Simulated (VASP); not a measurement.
Write the native input for VASP 6.6.1 that does the following.

- Task: single point
- Functional: revPBE
- Potentials or basis: VASP PAW PBE potentials, release 64 (Sb)
- Cutoff: 520 eV
- k mesh: 9 × 9 × 9
- Occupations: fermi-dirac, width 0.1 eV
- Spin: no spin polarisation
- Dipole correction: no
- Further INCAR settings: ALGO = Normal; EDIFF = 1e-06; NBANDS = 12

The structure of Sb lies in POSCAR:

```
Sb
1.0
    0.0000000000      3.5270443412      3.5270443412
    3.5270443412      0.0000000000      3.5270443412
    3.5270443412      3.5270443412      0.0000000000
Sb
2
Direct
    0.1250000000      0.1250000000      0.1250000000
    0.8750000000      0.8750000000      0.8750000000
```

One way to write it, as run:

INCAR

```
PREC = Accurate
ENCUT = 520
EDIFF = 1E-6
ISMEAR = -1
SIGMA = 0.1
LREAL = False
LASPH = True
NELM = 60
ALGO = Normal
ISIF = 2
LWAVE = False
LCHARG = False
GGA = RE
NBANDS = 12
```

KPOINTS

```
regular mesh
0
Gamma
  9 9 9
```

Potentials or basis: VASP PAW PBE potentials, release 64 (Sb).

Run with:

```bash
$ cat potpaw_PBE.64/Sb/POTCAR > POTCAR
$ mpirun -np 1 vasp_std > vasp.out
```

Results of the run:

* Pressure: 0.0 GPa
* Band gap on the k mesh: zero (band 5 reaches 4.10 eV, above the bottom of band 6 at 3.40 eV)

Caveat: the PAW data sets were made with another functional, which shifts forces and pressure a little; spin-orbit coupling is left out, which moves the levels of the heavy elements.

Run time: 34 s on 1 thread of Intel Xeon 6975P-C, with other jobs on the host, peak memory 0.24 GiB.
